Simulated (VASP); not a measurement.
# Re (P6/mmm) in VASP: notebook

Re is run at these levels: r2SCAN; tasks: single point.

Program: VASP 6.6.1. These are calculated values, not measurements. Logs are shortened: lines on timing, memory, paths and dates and some standing lists are left out, and cuts for length are marked.

## Step 1: The cell of the first run

It takes space group P6/mmm (No. 191, hexagonal). Conventional cell: a = 4.413 Å, b = 4.413 Å, c = 2.763 Å, α = 90.00°, β = 90.00°, γ = 120.00°. Re (site symmetry 6/mmm) has 14 Re at 2.76 to 2.90 Å within 3.6 Å. Within 3.4 Å of Re (site symmetry -6m2) lie 11 Re at 2.55 to 2.90 Å.

## Step 2: Single point, r2SCAN (volume scaled by 1.04)

Input file POSCAR:

```
Re
1.0
    4.4127299422      0.0000000000      0.0000000000
   -2.2063649711      3.8215362300      0.0000000000
    0.0000000000      0.0000000000      2.7627717746
Re
3
Direct
    1.0000000000      1.0000000000      0.0000000000
    0.3333333333      0.6666666667      0.5000000000
    0.6666666667      0.3333333333      0.5000000000
```

Input file INCAR.step1:

```
PREC = Accurate
ENCUT = 520
ISMEAR = -1
SIGMA = 0.1
LREAL = False
LASPH = True
NELM = 80
NBANDS = 18
GGA = PE
ALGO = Normal
EDIFF = 1E-4
LWAVE = True
LCHARG = False
```

Input file INCAR.step2:

```
PREC = Accurate
ENCUT = 520
EDIFF = 1E-7
ISMEAR = -1
SIGMA = 0.1
LREAL = False
LASPH = True
NELM = 80
ALGO = Normal
ISIF = 2
LWAVE = False
LCHARG = True
METAGGA = R2SCAN
LMIXTAU = True
LELF = True
LVHAR = True
NBANDS = 18
ISTART = 1
```

Input file KPOINTS:

```
regular mesh
0
Gamma
  10 10 13
```

Potentials or basis: VASP PAW PBE potentials, release 64 (Re).

Command:

```console
cat potpaw_PBE.64/Re/POTCAR > POTCAR
cp INCAR.step1 INCAR
mpirun -np 1 vasp_std > vasp.out
cp INCAR.step2 INCAR
mpirun -np 1 vasp_std > vasp.out
```

OUTCAR:

```text
PREC = Accurate
   ENCUT = 520
   EDIFF = 1E-7
   ISMEAR = -1
   LREAL = False
   LASPH = True
   NELM = 80
   ISIF = 2
   METAGGA = R2SCAN
   ISTART = 1

 ion  position               nearest neighbor table
   1  0.000  0.000  0.000-   2 2.90   3 2.90   2 2.90   3 2.90   3 2.90   3 2.90   2 2.90   2 2.90
                             3 2.90   3 2.90   2 2.90   2 2.90
   2  0.333  0.667  0.500-   3 2.55   3 2.55   3 2.55   1 2.90   1 2.90   1 2.90   1 2.90   1 2.90
                             1 2.90
   3  0.667  0.333  0.500-   2 2.55   2 2.55   2 2.55   1 2.90   1 2.90   1 2.90   1 2.90   1 2.90
                             1 2.90

  LATTYP: Found a hexagonal cell.
 ALAT       =     4.4127299422
 C/A-ratio  =     0.6260912883

  Lattice vectors:

 A1 = (   4.4127299422,   0.0000000000,   0.0000000000)
 A2 = (  -2.2063649711,   3.8215362300,   0.0000000000)
 A3 = (   0.0000000000,   0.0000000000,   2.7627717746)

Analysis of symmetry for initial positions (statically):
=====================================================================
 Subroutine PRICEL returns:
 Original cell was already a primitive cell.

 Routine SETGRP: Setting up the symmetry group for a
 hexagonal supercell.

 Subroutine GETGRP returns: Found 24 space group operations
 (whereof 24 operations were pure point group operations)
 out of a pool of 24 trial point group operations.

The static configuration has the point symmetry D_6h.

Analysis of symmetry for dynamics (positions and initial velocities):
=====================================================================
 Subroutine PRICEL returns:
 Original cell was already a primitive cell.

 Routine SETGRP: Setting up the symmetry group for a
 hexagonal supercell.

 Subroutine GETGRP returns: Found 24 space group operations
 (whereof 24 operations were pure point group operations)
 out of a pool of 24 trial point group operations.

The dynamic configuration has the point symmetry D_6h.

 Subroutine INISYM returns: Found 24 space group operations
 (whereof 24 operations are pure point group operations),
 and found     1 'primitive' translations

----------------------------------------------------------------------------------------

                                     Primitive cell

  volume of cell :      46.5897

  direct lattice vectors                    reciprocal lattice vectors
     4.412729942  0.000000000  0.000000000     0.226617086  0.130837435  0.000000000
    -2.206364971  3.821536230  0.000000000     0.000000000  0.261674871  0.000000000
     0.000000000  0.000000000  2.762771775     0.000000000  0.000000000  0.361955341

  length of vectors
     4.412729942  4.412729942  2.762771775     0.261674871  0.261674871  0.361955341

  position of ions in fractional coordinates (direct lattice)
     0.000000000  0.000000000  0.000000000
     0.333333333  0.666666667  0.500000000
     0.666666667  0.333333333  0.500000000

  ion indices of the primitive-cell ions
   primitive index   ion index
                 1           1
                 2           2
                 3           3

----------------------------------------------------------------------------------------

 KPOINTS: regular mesh

Automatic generation of k-mesh.
 Grid dimensions read from file:
 generate k-points for:   10   10   13

 Generating k-lattice:

  Cartesian coordinates                     Fractional coordinates (reciprocal lattice)
     0.022661709  0.013083744  0.000000000     0.100000000 -0.000000000  0.000000000
     0.000000000  0.026167487  0.000000000     0.000000000  0.100000000  0.000000000
     0.000000000  0.000000000  0.027842719     0.000000000  0.000000000  0.076923077

  Length of vectors
     0.026167487  0.026167487  0.027842719

  Shift w.r.t. Gamma in fractional coordinates (k-lattice)
     0.000000000  0.000000000  0.000000000

 Subroutine IBZKPT returns following result:
 ===========================================

 Found     98 irreducible k-points:

 Following reciprocal coordinates:
            Coordinates               Weight
  0.000000  0.000000  0.000000      1.000000
  0.100000  0.000000  0.000000      6.000000
  0.200000  0.000000  0.000000      6.000000
  0.300000  0.000000  0.000000      6.000000
  0.400000  0.000000  0.000000      6.000000
  0.500000  0.000000  0.000000      3.000000
[... 16 lines left out ...]
  0.300000  0.100000  0.076923     24.000000
  0.400000  0.100000  0.076923     24.000000
 [... further k-points ...]
   k-points           NKPTS =     98   k-points in BZ     NKDIM =     98   number of bands    NBANDS=     18
   number of dos      NEDOS =    301   number of ions     NIONS =      3
   total plane-waves  NPLWV =  31104
   dimension x,y,z NGX =    36 NGY =   36 NGZ =   24
   dimension x,y,z NGXF=    72 NGYF=   72 NGZF=   48
   ions per type =               3
   NGX,Y,Z   is equivalent  to a cutoff of  13.56, 13.56, 14.44 a.u.
   NGXF,Y,Z  is equivalent  to a cutoff of  27.13, 27.13, 28.88 a.u.
 SYSTEM =  unknown system
   PREC   = accura    normal or accurate (medium, high low for compatibility)
   ISTART =      1    job   : 0-new  1-cont  2-samecut
   ICHARG =      0    charge: 1-file 2-atom 10-const
   ISPIN  =      1    spin polarized calculation?
   LNONCOLLINEAR =      F non collinear calculations
   LSORBIT =      F    spin-orbit coupling
   LASPH  =      T    aspherical Exc in radial PAW
   ENCUT  =  520.0 eV  38.22 Ry    6.18 a.u.   8.20  8.20  5.14*2*pi/ulx,y,z
   NELM   =     80;   NELMIN=  2; NELMDL=  0     # of ELM steps
   EDIFF  = 0.1E-06   stopping-criterion for ELM
   LREAL  =      F    real-space projection
   EDIFFG = 0.1E-05   stopping-criterion for IOM
   NSW    =      0    number of steps for IOM
   IBRION =     -1    ionic relax: 0-MD 1-quasi-New 2-CG
   NFREE  =      0    steps in history (QN), initial steepest desc. (CG)
   ISIF   =      2    stress and relaxation
   ISYM   =      2    0-nonsym 1-usesym 2-fastsym
   POTIM  = 0.5000    time-step for ionic-motion
   TEBEG  =    0.0;   TEEND  =   0.0 temperature during run
   PSTRESS=    0.0 pullay stress
   NELECT =      21.0000    total number of electrons
   NUPDOWN=      -1.0000    fix difference up-down
   EMIN   =  10.00;   EMAX   =-10.00  energy-range for DOS
   EFERMI =   0.00;   METHOD = LEGACY
   ISMEAR =    -1;   SIGMA  =   0.10  broadening in eV -4-tet -1-fermi 0-gaus
   EFERMI_NEDOS =   21; number of points for ismear=-14 and -15
   IALGO  =     38    algorithm
   IMIX   =      4    mixing-type and parameters
     AMIX     =   0.40;   BMIX     =  1.00
     AMIX_MAG =   1.60;   BMIX_MAG =  1.00
  volume/ion in A,a.u.               =      15.53       104.80
  Fermi-wavevector in a.u.,A,eV,Ry     =   1.255214  2.372011 21.436829  1.575562
  Thomas-Fermi vector in A             =   2.388982
   LORBIT       =      0    0 simple, 1 ext, 2 COOP (PROOUT), +10 PAW based schemes
   METAGGA = R2SCAN    functional components
   LHFCALC =     F    Hartree Fock is set to
   AEXX    =    0.0000 exact exchange contribution
   IVDW    =     0    specifies the selected vdW correction
   LEPSILON=     F    determine dielectric tensor
   LRPA    =     F    only Hartree local field effects (RPA)
 non-spin polarized calculation
  energy-cutoff  :      520.00
  volume of cell :       46.59
 maximum number of plane-waves:      1282
 NGX is ok and might be reduce to    36
   NGX = 17   NGY = 17   NGZ = 11

 number of electron      21.0000001 magnetization

 Free energy of the ion-electron system (eV)
  ---------------------------------------------------
  ext. energy  EPLUGINS =         0.00000000
  ---------------------------------------------------
  free energy    TOTEN  =      -156.81181193 eV

  energy without entropy =     -156.73968080  energy(sigma->0) =     -156.77574637

 E-fermi :   7.0917     XC(G=0): -14.6316

 val. band max:        7.0853397789   @ k =   0.1000   0.0000   0.2308
 cond. band min:       7.0965238151   @ k =   0.2000   0.2000   0.2308
 fundamental gap:      0.0111840362
 Fermi energy:         7.0916861295

 k-point     1 :       0.0000    0.0000    0.0000
  band No.  band energies     occupation
      1      -2.9096      2.00000
      2       1.2631      2.00000
      3       3.9398      2.00000
      4       4.1915      2.00000
      5       4.1915      2.00000
      6       4.2264      2.00000
[... 10 lines left out ...]
     17      15.5436      0.00000
     18      17.0895      0.00000

 k-point     2 :       0.1000    0.0000    0.0000
  band No.  band energies     occupation
      1      -2.7432      2.00000
      2       1.3171      2.00000
      3       3.2332      2.00000
      4       3.7527      2.00000
      5       3.7973      2.00000
      6       4.6815      2.00000
[... 10 lines left out ...]
     17      15.5563      0.00000
     18      16.4254      0.00000

 k-point     3 :       0.2000    0.0000    0.0000
  band No.  band energies     occupation
      1      -2.2616      2.00000
      2       1.3951      2.00000
      3       2.3885      2.00000
      4       3.2393      2.00000
      5       3.4899      2.00000
      6       4.7331      2.00000
[... 10 lines left out ...]
     17      14.2466      0.00000
     18      14.8014      0.00000

 k-point     4 :       0.3000    0.0000    0.0000
  band No.  band energies     occupation
      1      -1.5184      2.00000
      2       1.1214      2.00000
      3       1.9495      2.00000
      4       2.8107      2.00000
      5       3.4103      2.00000
      6       4.4786      2.00000
[... 375 lines left out ...]
      4       2.6443      2.00000
      5       3.8106      2.00000
      6       4.7210      2.00000
[... 10 lines left out ...]
     17      13.3614      0.00000
     18      13.8836      0.00000

 k-point    23 :       0.3000    0.1000    0.0769
  band No.  band energies     occupation
      1      -0.8353      2.00000
      2       1.0264      2.00000
      3       1.7028      2.00000
      4       2.8550      2.00000
      5       3.6331      2.00000
      6       4.4762      2.00000
[... 10 lines left out ...]
     17      11.8509      0.00000
     18      12.6615      0.00000

 k-point    24 :       0.4000    0.1000    0.0769
  band No.  band energies     occupation
      1       0.0267      2.00000
      2       0.7094      2.00000
      3       1.0677      2.00000
      4       3.3340      2.00000
      5       3.5793      2.00000
      6       3.9587      2.00000
[... 10 lines left out ...]
     17      10.8490      0.00000
     18      11.6920      0.00000

 [... further k-points ...]
[... 5 lines left out ...]
  --------------------------------------------------------------------------------------
  -------------------------------------------------------------------------------------
  Total       -4.1230772     -4.1230772     -3.7370454      0.0000000      0.0000000      0.0000000
  in kB     -141.7887267   -141.7887267   -128.5134605      0.0000000      0.0000000      0.0000000
  external PRESSURE =    -137.3636380 kB  Pullay stress =       0.0000000 kB

 VOLUME and BASIS-vectors are now :
 -----------------------------------------------------------------------------
  energy-cutoff  :      520.00
  volume of cell :       46.59
      direct lattice vectors                 reciprocal lattice vectors
     4.412729942  0.000000000  0.000000000     0.226617086  0.130837435  0.000000000
    -2.206364971  3.821536230  0.000000000     0.000000000  0.261674871  0.000000000
     0.000000000  0.000000000  2.762771775     0.000000000  0.000000000  0.361955341

 POSITION                                       TOTAL-FORCE (eV/Angst)
 -----------------------------------------------------------------------------------
      0.00000      0.00000      0.00000         0.000000      0.000000      0.000000
     -0.00000      2.54769      1.38139         0.000000      0.000000     -0.000000
      2.20636      1.27385      1.38139        -0.000000      0.000000      0.000000
 -----------------------------------------------------------------------------------
    total drift:                                0.000000      0.000000     -0.000000

  FREE ENERGIE OF THE ION-ELECTRON SYSTEM (eV)
  ---------------------------------------------------
  free  energy   TOTEN  =      -156.8118119345 eV

  energy  without entropy=     -156.7396807969  energy(sigma->0) =     -156.77574637
```

It took 2.2 min on 1 thread of Intel Xeon 6975P-C (Granite Rapids), shared host; peak memory 0.22 GiB.

Results:

```yaml
Free_energy: -156.8118 eV
Pressure: -13.7 GPa
```

Caveat: the PAW data sets were made with another functional, which shifts forces and pressure a little; spin-orbit coupling is left out, which moves the levels of the heavy elements.

## Step 3: Single point, r2SCAN (volume scaled by 1.08)

Input file POSCAR:

```
Re
1.0
    4.4685932136      0.0000000000      0.0000000000
   -2.2342966068      3.8699152421      0.0000000000
    0.0000000000      0.0000000000      2.7977472822
Re
3
Direct
    1.0000000000      1.0000000000      0.0000000000
    0.3333333333      0.6666666667      0.5000000000
    0.6666666667      0.3333333333      0.5000000000
```

Input file INCAR.step1:

```
  PREC = Accurate
  ENCUT = 520
  ISMEAR = -1
  SIGMA = 0.1
  LREAL = False
  LASPH = True
  NELM = 80
  NBANDS = 18
  GGA = PE
  ALGO = Normal
  EDIFF = 1E-4
  LWAVE = True
  LCHARG = False
```

Input file INCAR.step2:

```
  PREC = Accurate
  ENCUT = 520
  EDIFF = 1E-6
  ISMEAR = -1
  SIGMA = 0.1
  LREAL = False
  LASPH = True
  NELM = 80
  ALGO = Normal
  ISIF = 2
  LWAVE = False
  LCHARG = False
  METAGGA = R2SCAN
  LMIXTAU = True
  NBANDS = 18
  ISTART = 1
```

Input file KPOINTS:

```
Automatic mesh
0
Gamma
  10 10 13
```

Potentials or basis: VASP PAW PBE potentials, release 64 (Re).

Command:

```console
cat potpaw_PBE.64/Re/POTCAR > POTCAR
cp INCAR.step1 INCAR
mpirun -np 1 vasp_std > vasp.out
cp INCAR.step2 INCAR
mpirun -np 1 vasp_std > vasp.out
```

Run time: 2.1 min. Hardware: 1 thread of Intel Xeon 6975P-C (Granite Rapids), shared host; peak memory 0.23 GiB.

It converged, with:

| Quantity | Value |
| --- | --- |
| Free energy | -156.5962 eV |
| Pressure | -24.6 GPa |

Stress tensor (GPa, compression positive):
```
-25.42   0.00   0.00
  0.00 -25.42   0.00
  0.00   0.00 -22.97
```

Levels at points of the mesh, in eV from the Fermi level:
| k point | band 8 | band 9 | band 10 | band 11 | band 12 | band 13 |
| --- | --- | --- | --- | --- | --- | --- |
| (0.00, 0.00, 0.00) | -1.81 | -0.73 | -0.73 | 0.15 | 0.15 | 0.17 |
| (0.50, 0.00, 0.00) | -1.73 | -1.28 | 0.40 | 0.40 | 0.78 | 1.92 |

Caveat: the PAW data sets were made with another functional, which shifts forces and pressure a little; spin-orbit coupling is left out, which moves the levels of the heavy elements.

## Step 4: Single point, r2SCAN (volume scaled by 1.12)

Input file POSCAR:

```
Re
1.0
    4.5230936240      0.0000000000      0.0000000000
   -2.2615468120      3.9171139821      0.0000000000
    0.0000000000      0.0000000000      2.8318695144
Re
3
Direct
    1.0000000000      1.0000000000      0.0000000000
    0.3333333333      0.6666666667      0.5000000000
    0.6666666667      0.3333333333      0.5000000000
```

Input file INCAR.step1:

```
PREC = Accurate ; ENCUT = 520
ISMEAR = -1 ; SIGMA = 0.1
LREAL = False ; LASPH = True
NELM = 100 ; NBANDS = 18
GGA = PE ; ALGO = Normal
EDIFF = 1E-4 ; LWAVE = True
LCHARG = False
```

Input file INCAR.step2:

```
PREC = Accurate ; ENCUT = 520
EDIFF = 1E-7 ; ISMEAR = -1
SIGMA = 0.1 ; LREAL = False
LASPH = True ; NELM = 100
ALGO = Normal ; ISIF = 2
LWAVE = False ; LCHARG = True
METAGGA = R2SCAN ; LMIXTAU = True
LELF = True ; LVHAR = True
NBANDS = 18 ; ISTART = 1
```

Input file KPOINTS:

```
regular mesh
0
Gamma
  10 10 13
```

Command:

```console
cat potpaw_PBE.64/Re/POTCAR > POTCAR
cp INCAR.step1 INCAR
mpirun -np 1 vasp_std > vasp.out
cp INCAR.step2 INCAR
mpirun -np 1 vasp_std > vasp.out
```

It took 2.2 min on 1 thread of Intel Xeon 6975P-C (Granite Rapids), shared host; peak memory 0.23 GiB.

Results (log left out):

* Free energy: -156.2714 eV
* Pressure: -33.3 GPa

Stress tensor (GPa, compression positive):
```
-34.46   0.00   0.00
  0.00 -34.46   0.00
  0.00   0.00 -31.06
```

Levels at points of the mesh, in eV from the Fermi level:
| k point | band 6 | band 7 | band 8 | band 9 | band 10 | band 11 | band 12 | band 13 | band 14 | band 15 |
| --- | --- | --- | --- | --- | --- | --- | --- | --- | --- | --- |
| (0.00, 0.00, 0.00) | -2.63 | -2.63 | -1.73 | -0.68 | -0.68 | 0.16 | 0.16 | 0.17 | 0.17 | 3.79 |
| (0.50, 0.00, 0.00) | -3.21 | -2.13 | -1.65 | -1.20 | 0.39 | 0.39 | 0.73 | 1.82 | 2.71 | 2.73 |

Caveat: the PAW data sets were made with another functional, which shifts forces and pressure a little; spin-orbit coupling is left out, which moves the levels of the heavy elements.

## Step 5: The runs side by side

```tsv
cell	gap on the mesh (eV)	pressure (GPa)
a = 4.413, b = 4.413, c = 2.763 Å, angles 90.0, 90.0, 120.0°, 3 atoms	none	-13.7
a = 4.469, b = 4.469, c = 2.798 Å, angles 90.0, 90.0, 120.0°, 3 atoms	none	-24.6
a = 4.523, b = 4.523, c = 2.832 Å, angles 90.0, 90.0, 120.0°, 3 atoms	none	-33.3
```

Alike in all rows: task single point; level r2SCAN; potentials or basis VASP PAW PBE potentials, release 64 (Re); no spin polarisation; k mesh 10 × 10 × 13; cutoff (eV) 520; smearing fermi-dirac 0.1 eV.

Caveats: the PAW data sets were made with another functional, which shifts forces and pressure a little; spin-orbit coupling is left out, which moves the levels of the heavy elements.

Total energies depend on the potentials used, so only differences within one code and one set of settings carry meaning.
